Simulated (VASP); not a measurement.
Wanted: the native input for a VASP 6.6.1 run.

```
Task                               : single point
Functional                         : PBEsol-based screened hybrid with 25 % exact exchange
Potentials or basis                : VASP PAW PBE potentials, release 64 (Al, In_d)
Cutoff                             : 520 eV
k mesh                             : 5 × 5 × 3
Occupations                        : fermi-dirac, width 0.05 eV
Spin                               : no spin polarisation
Dipole correction                  : no
Grid for exact exchange (PRECFOCK) : Normal
Share of exact exchange            : 0.25
Further INCAR settings             : ALGO = Normal; EDIFF = 1e-07; NBANDS = 15
Screening parameter                : 0.207 1/Å
```

AlIn:

```
CELL_PARAMETERS angstrom
3.05413 0.00000 0.00000
-1.52707 2.64496 0.00000
0.00000 0.00000 5.82802
ATOMIC_POSITIONS crystal
Al 0.00000 0.00000 0.00000
In 0.00000 0.00000 0.50000
```

The input as run:

POSCAR

```
AlIn
1.0
    3.0541300000      0.0000000000      0.0000000000
   -1.5270700000      2.6449600000      0.0000000000
    0.0000000000      0.0000000000      5.8280200000
Al In
1 1
Direct
    0.0000000000      0.0000000000      0.0000000000
    0.0000000000      0.0000000000      0.5000000000
```

INCAR.step1

```
SYSTEM = AlIn
PREC     = Accurate       ! precision mode
ENCUT    = 520            ! plane-wave cutoff, eV
EDIFF    = 1E-5           ! SCF threshold, eV
ISMEAR   = -1             ! smearing method
SIGMA    = 0.05           ! smearing width, eV
LREAL    = .FALSE.        ! projectors in reciprocal space
LASPH    = .TRUE.         ! aspherical terms in the spheres
NELM     = 60             ! most SCF steps
ALGO     = Normal         ! electronic algorithm
ISIF     = 2              ! what is computed and relaxed
LWAVE    = .TRUE.         ! write WAVECAR
LCHARG   = .FALSE.        ! write CHGCAR
NBANDS   = 15             ! bands
GGA      = PE             ! functional
```

INCAR.step2

```
SYSTEM = AlIn
PREC     = Accurate       ! precision mode
ENCUT    = 520            ! plane-wave cutoff, eV
EDIFF    = 1E-7           ! SCF threshold, eV
ISMEAR   = -1             ! smearing method
SIGMA    = 0.05           ! smearing width, eV
LREAL    = .FALSE.        ! projectors in reciprocal space
LASPH    = .TRUE.         ! aspherical terms in the spheres
NELM     = 60             ! most SCF steps
ALGO     = Normal         ! electronic algorithm
ISIF     = 2              ! what is computed and relaxed
LWAVE    = .FALSE.        ! write WAVECAR
LCHARG   = .FALSE.        ! write CHGCAR
GGA      = PS             ! functional
LHFCALC  = .TRUE.         ! exact exchange
AEXX     = 0.25           ! exact-exchange fraction
HFSCREEN = 0.207          ! screening, 1/A
PRECFOCK = Normal       
NBANDS   = 15             ! bands
ISTART   = 1
```

KPOINTS

```
Automatic mesh
0
G
  5 5 3
  0 0 0
```

Potentials or basis: VASP PAW PBE potentials, release 64 (Al, In_d).

Launch:

```bash
$ cat potpaw_PBE.64/Al/POTCAR potpaw_PBE.64/In_d/POTCAR > POTCAR
$ cp INCAR.step1 INCAR
$ mpirun -np 1 vasp_std > vasp.out
$ cp INCAR.step2 INCAR
$ mpirun -np 1 vasp_std > vasp.out
```

It gave:

```yaml
Pressure: -3.8 GPa
Band_gap_on_the_k_mesh: zero (bands 8 and 9 overlap by 2.36 eV)
```

Caveat: the k points lie up to 0.48 Å⁻¹ apart, too coarse for converged energies and pressures of a metal; the PAW data sets were made with another functional, which shifts forces and pressure a little; spin-orbit coupling is left out, which moves the levels of the heavy elements.

It took 14 min on 1 thread of Intel Xeon 8259CL, with other jobs on the host, peak memory 0.28 GiB.
